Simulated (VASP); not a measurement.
# Al2H3 (P-3m1) in VASP: notebook

Runs on Al2H3. Level: PBE. Tasks: single point, relaxation of cell and atoms.

Program: VASP 6.6.1. These are calculated values, not measurements. Logs are shortened: lines on timing, memory, paths and dates and some standing lists are left out, and cuts for length are marked.

## (1) The cell of the first run

Symmetry: P-3m1, No. 164, trigonal system. Conventional cell: a = 3.386 Å, b = 3.386 Å, c = 4.509 Å, α = 90.00°, β = 90.00°, γ = 120.00°. Within 2.5 Å of Al (site symmetry 3m) lie 7 H at 1.86 to 2.22 Å. H (site symmetry -3m) has 6 Al at 2.22 Å and 6 H at 2.52 Å within 2.9 Å. Within 2.5 Å of H (site symmetry 3m) lie 4 Al at 1.86 to 2.03 Å and 3 H at 2.36 Å.

## (2) Single point, PBE

The input, INCAR:

```
ALGO = Normal
EDIFF = 1E-6
ENCUT = 500
GGA = PE
GGA_COMPAT = False
ISIF = 2
ISMEAR = 0
LASPH = True
LCHARG = True
LELF = True
LREAL = False
LVHAR = True
LWAVE = False
NBANDS = 12
NELM = 120
PREC = Accurate
SIGMA = 0.1
```

The input, KPOINTS:

```
k-points
0
Gamma
  6 6 4
```

The input, POSCAR:

```
Al2H3
1.0
    3.3855503356      0.0000000000      0.0000000000
   -1.6927751678      2.9319725964      0.0000000000
    0.0000000000      0.0000000000      4.5090799921
Al H
2 3
Direct
    0.3333333333      0.6666666667      0.2327114750
    0.6666666667      0.3333333333      0.7672885250
    0.0000000000      0.0000000000      0.0000000000
    0.3333333333      0.6666666667      0.6458918633
    0.6666666667      0.3333333333      0.3541081367
```

Potentials or basis: VASP PAW PBE potentials, release 64 (Al, H).

Started as:

```sh
cat potpaw_PBE.64/Al/POTCAR potpaw_PBE.64/H/POTCAR > POTCAR
mpirun -np 1 vasp_std > vasp.out
```

OUTCAR:

```text
EDIFF = 1E-6
   ENCUT = 500
   GGA = PE
   ISIF = 2
   ISMEAR = 0
   LASPH = True
   LREAL = False
   NELM = 120
   PREC = Accurate

 ion  position               nearest neighbor table
   1  0.333  0.667  0.233-   4 1.86   5 2.03   5 2.03   5 2.03   2 2.87   2 2.87   2 2.87   2 3.10
                             2 3.10   2 3.10
   2  0.667  0.333  0.767-   5 1.86   4 2.03   4 2.03   4 2.03   1 2.87   1 2.87   1 2.87   1 3.10
                             1 3.10   1 3.10
   3  0.000  0.000  0.000-
   4  0.333  0.667  0.646-   1 1.86   2 2.03   2 2.03   2 2.03
   5  0.667  0.333  0.354-   2 1.86   1 2.03   1 2.03   1 2.03

  LATTYP: Found a hexagonal cell.
 ALAT       =     3.3855503356
 C/A-ratio  =     1.3318602724

  Lattice vectors:

 A1 = (   3.3855503356,   0.0000000000,   0.0000000000)
 A2 = (  -1.6927751678,   2.9319725964,   0.0000000000)
 A3 = (   0.0000000000,   0.0000000000,   4.5090799921)

Analysis of symmetry for initial positions (statically):
=====================================================================
 Subroutine PRICEL returns:
 Original cell was already a primitive cell.

 Routine SETGRP: Setting up the symmetry group for a
 hexagonal supercell.

 Subroutine GETGRP returns: Found 12 space group operations
 (whereof 12 operations were pure point group operations)
 out of a pool of 24 trial point group operations.

The static configuration has the point symmetry D_3d.

Analysis of symmetry for dynamics (positions and initial velocities):
=====================================================================
 Subroutine PRICEL returns:
 Original cell was already a primitive cell.

 Routine SETGRP: Setting up the symmetry group for a
 hexagonal supercell.

 Subroutine GETGRP returns: Found 12 space group operations
 (whereof 12 operations were pure point group operations)
 out of a pool of 24 trial point group operations.

The dynamic configuration has the point symmetry D_3d.

 Subroutine INISYM returns: Found 12 space group operations
 (whereof 12 operations are pure point group operations),
 and found     1 'primitive' translations

----------------------------------------------------------------------------------------

                                     Primitive cell

  volume of cell :      44.7587

  direct lattice vectors                    reciprocal lattice vectors
     3.385550336  0.000000000  0.000000000     0.295372953  0.170533654  0.000000000
    -1.692775168  2.931972596  0.000000000     0.000000000  0.341067308  0.000000000
     0.000000000  0.000000000  4.509079992     0.000000000  0.000000000  0.221774730

  length of vectors
     3.385550336  3.385550336  4.509079992     0.341067308  0.341067308  0.221774730

  position of ions in fractional coordinates (direct lattice)
     0.333333333  0.666666667  0.232711475
     0.666666667  0.333333333  0.767288525
     0.000000000  0.000000000  0.000000000
     0.333333333  0.666666667  0.645891863
     0.666666667  0.333333333  0.354108137

  ion indices of the primitive-cell ions
   primitive index   ion index
                 1           1
                 2           2
                 3           3
                 4           4
                 5           5

----------------------------------------------------------------------------------------

 KPOINTS: k-points

Automatic generation of k-mesh.
 Grid dimensions read from file:
 generate k-points for:    6    6    4

 Generating k-lattice:

  Cartesian coordinates                     Fractional coordinates (reciprocal lattice)
     0.049228825  0.028422276  0.000000000     0.166666667  0.000000000  0.000000000
     0.000000000  0.056844551  0.000000000     0.000000000  0.166666667  0.000000000
     0.000000000  0.000000000  0.055443683     0.000000000  0.000000000  0.250000000

  Length of vectors
     0.056844551  0.056844551  0.055443683

  Shift w.r.t. Gamma in fractional coordinates (k-lattice)
     0.000000000  0.000000000  0.000000000

 Subroutine IBZKPT returns following result:
 ===========================================

 Found     24 irreducible k-points:

 Following reciprocal coordinates:
            Coordinates               Weight
  0.000000  0.000000  0.000000      1.000000
  0.166667 -0.000000  0.000000      6.000000
  0.333333  0.000000  0.000000      6.000000
  0.500000 -0.000000  0.000000      3.000000
  0.166667  0.166667  0.000000      6.000000
  0.333333  0.166667  0.000000     12.000000
[... 16 lines left out ...]
  0.333333  0.166667  0.500000     12.000000
  0.333333  0.333333  0.500000      2.000000
   k-points           NKPTS =     24   k-points in BZ     NKDIM =     24   number of bands    NBANDS=     12
   number of dos      NEDOS =    301   number of ions     NIONS =      5
   total plane-waves  NPLWV =  28224
   dimension x,y,z NGX =    28 NGY =   28 NGZ =   36
   dimension x,y,z NGXF=    56 NGYF=   56 NGZF=   72
   ions per type =               2   3
   NGX,Y,Z   is equivalent  to a cutoff of  13.75, 13.75, 13.27 a.u.
   NGXF,Y,Z  is equivalent  to a cutoff of  27.50, 27.50, 26.55 a.u.
 SYSTEM =  unknown system
   PREC   = accura    normal or accurate (medium, high low for compatibility)
   ISTART =      0    job   : 0-new  1-cont  2-samecut
   ICHARG =      2    charge: 1-file 2-atom 10-const
   ISPIN  =      1    spin polarized calculation?
   LNONCOLLINEAR =      F non collinear calculations
   LSORBIT =      F    spin-orbit coupling
   LASPH  =      T    aspherical Exc in radial PAW
   ENCUT  =  500.0 eV  36.75 Ry    6.06 a.u.   6.17  6.17  8.22*2*pi/ulx,y,z
   NELM   =    120;   NELMIN=  2; NELMDL= -5     # of ELM steps
   EDIFF  = 0.1E-05   stopping-criterion for ELM
   LREAL  =      F    real-space projection
   EDIFFG = 0.1E-04   stopping-criterion for IOM
   NSW    =      0    number of steps for IOM
   IBRION =     -1    ionic relax: 0-MD 1-quasi-New 2-CG
   NFREE  =      0    steps in history (QN), initial steepest desc. (CG)
   ISIF   =      2    stress and relaxation
   ISYM   =      2    0-nonsym 1-usesym 2-fastsym
   POTIM  = 0.5000    time-step for ionic-motion
   TEBEG  =    0.0;   TEEND  =   0.0 temperature during run
   PSTRESS=    0.0 pullay stress
   NELECT =       9.0000    total number of electrons
   NUPDOWN=      -1.0000    fix difference up-down
   EMIN   =  10.00;   EMAX   =-10.00  energy-range for DOS
   EFERMI =   0.00;   METHOD = LEGACY
   ISMEAR =     0;   SIGMA  =   0.10  broadening in eV -4-tet -1-fermi 0-gaus
   EFERMI_NEDOS =   21; number of points for ismear=-14 and -15
   IALGO  =     38    algorithm
   IMIX   =      4    mixing-type and parameters
     AMIX     =   0.40;   BMIX     =  1.00
     AMIX_MAG =   1.60;   BMIX_MAG =  1.00
  volume/ion in A,a.u.               =       8.95        60.41
  Fermi-wavevector in a.u.,A,eV,Ry     =   0.959099  1.812434 12.515595  0.919870
  Thomas-Fermi vector in A             =   2.088265
   LORBIT       =      0    0 simple, 1 ext, 2 COOP (PROOUT), +10 PAW based schemes
   GGA     = PE    functional components
   LHFCALC =     F    Hartree Fock is set to
   AEXX    =    0.0000 exact exchange contribution
   IVDW    =     0    specifies the selected vdW correction
   LEPSILON=     F    determine dielectric tensor
   LRPA    =     F    only Hartree local field effects (RPA)
 non-spin polarized calculation
 Gauss-broadening in eV      SIGMA  =   0.10
  energy-cutoff  :      500.00
  volume of cell :       44.76
 maximum number of plane-waves:      1157
 NGX is ok and might be reduce to    28
   NGX = 13   NGY = 13   NGZ = 17

 number of electron       8.9999999 magnetization

 Free energy of the ion-electron system (eV)
  ---------------------------------------------------
  ext. energy  EPLUGINS =         0.00000000
  ---------------------------------------------------
  free energy    TOTEN  =       -15.68006365 eV

  energy without entropy =      -15.67821900  energy(sigma->0) =      -15.67914133

 E-fermi :   6.6621     XC(G=0): -10.0076

 val. band max:        6.5985414301   @ k =   0.0000   0.1667   0.2500
 cond. band min:       6.8100538570   @ k =   0.3333   0.0000   0.0000
 fundamental gap:      0.2115124269
 Fermi energy:         6.6621260604

 k-point     1 :       0.0000    0.0000    0.0000
  band No.  band energies     occupation
      1      -5.9151      2.00000
      2       0.3202      2.00000
      3       1.0634      2.00000
      4       8.9941      0.00000
      5      10.1576      0.00000
      6      10.8222      0.00000
      7      10.8222      0.00000
      8      12.2645      0.00000
      9      12.2645      0.00000
     10      15.5558      0.00000
     11      17.2183      0.00000
     12      17.2431      0.00000

 k-point     2 :       0.1667   -0.0000    0.0000
  band No.  band energies     occupation
      1      -5.4634      2.00000
      2       0.6176      2.00000
      3       1.2779      2.00000
      4       6.3273      2.00000
      5       8.2087      0.00000
      6       9.2718      0.00000
      7      11.9399      0.00000
      8      12.7943      0.00000
      9      13.6289      0.00000
     10      14.5019      0.00000
     11      15.4286      0.00000
     12      15.8705      0.00000

 k-point     3 :       0.3333    0.0000    0.0000
  band No.  band energies     occupation
      1      -4.1356      2.00000
      2       0.4002      2.00000
      3       1.7077      2.00000
      4       4.3951      2.00000
      5       6.8101      0.03644
      6       8.0083      0.00000
      7       9.2008      0.00000
      8      10.3615      0.00000
      9      12.8086      0.00000
     10      14.5194      0.00000
     11      14.6522      0.00000
     12      14.7290      0.00000
[... 286 lines left out ...]
 k-point    23 :       0.3333    0.1667    0.5000
  band No.  band energies     occupation
      1      -1.6758      2.00000
      2      -1.1264      2.00000
      3       0.9620      2.00000
      4       2.8152      2.00000
      5       5.2088      2.00000
      6       6.1029      2.00000
      7      11.5507      0.00000
      8      12.5109      0.00000
      9      13.8571      0.00000
     10      14.7731      0.00000
     11      15.5328      0.00000
     12      16.6201      0.00000

 k-point    24 :       0.3333    0.3333    0.5000
  band No.  band energies     occupation
      1      -0.4841      2.00000
      2      -0.4841      2.00000
      3       0.3989      2.00000
      4       2.8900      2.00000
      5       2.8900      2.00000
      6       4.6074      2.00000
      7      13.6269      0.00000
      8      13.6269      0.00000
      9      14.1176      0.00000
     10      15.7858      0.00000
     11      15.7858      0.00000
     12      17.6883      0.00000

------------------------ aborting loop because EDIFF is reached ----------------------------------------

  FORCE on cell =-STRESS in cart. coord.  units (eV):
  Direction    XX          YY          ZZ          XY          YZ          ZX
  --------------------------------------------------------------------------------------
  -------------------------------------------------------------------------------------
  Total       -0.0364895     -0.0364895     -0.0677612      0.0000000      0.0000000      0.0000000
  in kB       -1.3061767     -1.3061767     -2.4255734      0.0000000      0.0000000      0.0000000
  external PRESSURE =      -1.6793089 kB  Pullay stress =       0.0000000 kB

 VOLUME and BASIS-vectors are now :
 -----------------------------------------------------------------------------
  energy-cutoff  :      500.00
  volume of cell :       44.76
      direct lattice vectors                 reciprocal lattice vectors
     3.385550336  0.000000000  0.000000000     0.295372953  0.170533654  0.000000000
    -1.692775168  2.931972596  0.000000000     0.000000000  0.341067308  0.000000000
     0.000000000  0.000000000  4.509079992     0.000000000  0.000000000  0.221774730

 POSITION                                       TOTAL-FORCE (eV/Angst)
 -----------------------------------------------------------------------------------
     -0.00000      1.95465      1.04931        -0.000000      0.000000     -0.002278
      1.69278      0.97732      3.45977        -0.000000     -0.000000      0.002278
      0.00000      0.00000      0.00000        -0.000000      0.000000      0.000000
     -0.00000      1.95465      2.91238         0.000000      0.000000      0.011490
      1.69278      0.97732      1.59670         0.000000      0.000000     -0.011490
 -----------------------------------------------------------------------------------
    total drift:                               -0.000000      0.000000      0.000000

  FREE ENERGIE OF THE ION-ELECTRON SYSTEM (eV)
  ---------------------------------------------------
  free  energy   TOTEN  =       -15.6800636545 eV

  energy  without entropy=      -15.6782189999  energy(sigma->0) =      -15.67914133
```

Wall time 24 s (1 thread of Intel Xeon 8259CL, shared host); peak memory 0.16 GiB.

What came out:

| Item | Value |
| --- | --- |
| Free energy | -15.6801 eV |
| Pressure | -0.2 GPa |
| Largest force | 0.011 eV/Å |

Forces on the atoms (eV/Å):
```
Al   0.000  0.000 -0.002
Al   0.000  0.000  0.002
H    0.000  0.000  0.000
H    0.000  0.000  0.011
H    0.000  0.000 -0.011
```

Stress tensor (GPa, compression positive):
```
-0.13  0.00  0.00
 0.00 -0.13  0.00
 0.00  0.00 -0.24
```

(Part 1 of 2 ends here.)
